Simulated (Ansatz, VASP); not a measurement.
# One calculation of Cu, two programs

The input INCAR:

```
ALGO     = Fast           # electronic algorithm
EDIFF    = 1E-7           # SCF threshold, eV
ENCUT    = 520            # plane-wave cutoff, eV
GGA      = PS             # functional
ISIF     = 2              # what is computed and relaxed
ISMEAR   = 0              # smearing method
LASPH    = T              # aspherical terms in the spheres
LCHARG   = F              # write CHGCAR
LREAL    = F              # projectors in reciprocal space
LWAVE    = F              # write WAVECAR
NBANDS   = 18             # bands
NELM     = 80             # most SCF steps
PREC     = Accurate       # precision mode
SIGMA    = 0.15           # smearing width, eV
```

The input KPOINTS:

```
k-points
0
Gamma
  24 24 12
```

POSCAR

```
Cu
1.0
    2.5514874836      0.0000000000      0.0000000000
   -1.2757437418      2.2096529782      0.0000000000
    0.0000000000      0.0000000000      4.3377838708
Cu
2
Direct
    0.3333333333      0.6666666667      0.2500000000
    0.6666666667      0.3333333333      0.7500000000
```

Input for Ansatz:

```yaml
crystal:
  lattice:
    - [2.5514874836, 0.0, 0.0]
    - [-1.2757437418, 2.2096529782, 0.0]
    - [0.0, 0.0, 4.3377838708]
  atoms:
    - { symbol: Cu, position: [0.3333333333, 0.6666666667, 0.25] }
    - { symbol: Cu, position: [0.6666666667, 0.3333333333, 0.75] }
basis:
  ecutwfc: 520.0
kpoints:
  mp_grid: { grid: [24, 24, 12] }
hamiltonian:
  xc: pbesol
  pseudopotentials: { kind: paw }
scf:
  occupations: { method: gaussian, width: 0.15 }
output:
  forces: true
  stress: true
  eigenvalues: true
```

Alike in both runs: task single point; functional PBEsol; k mesh 24 × 24 × 12; occupations gaussian, width 0.15 eV; no spin polarisation.

|  | VASP | Ansatz |
| --- | --- | --- |
| version | VASP 6.6.1 | Ansatz 0.2.0 |
| potentials or method | VASP PAW PBE potentials, release 64 (Cu), cutoff 520 eV | scalar-relativistic, plane waves, PAW |
| valence electrons in the cell | 22 | 38 |

Ansatz gave:

| Quantity | Value |
| --- | --- |
| gap on the k mesh at the Fermi level (eV) | none |
| pressure (GPa) | -10.4 |
| traceless stress, the component that is largest in VASP (GPa) | -3.51 |

Problem. Estimate VASP's values.

Solution. gap on the k mesh at the Fermi level (eV): none; pressure (GPa): -9.7; traceless stress, the component that is largest in VASP (GPa): -3.55.

VASP's potentials were made for PBE, not for PBEsol. A gap of «none» marks a metal or a gap that the smearing closes. VASP's potentials hold 22 valence electrons a cell and Ansatz's 38, so a difference there can come from the potentials and not from the codes.
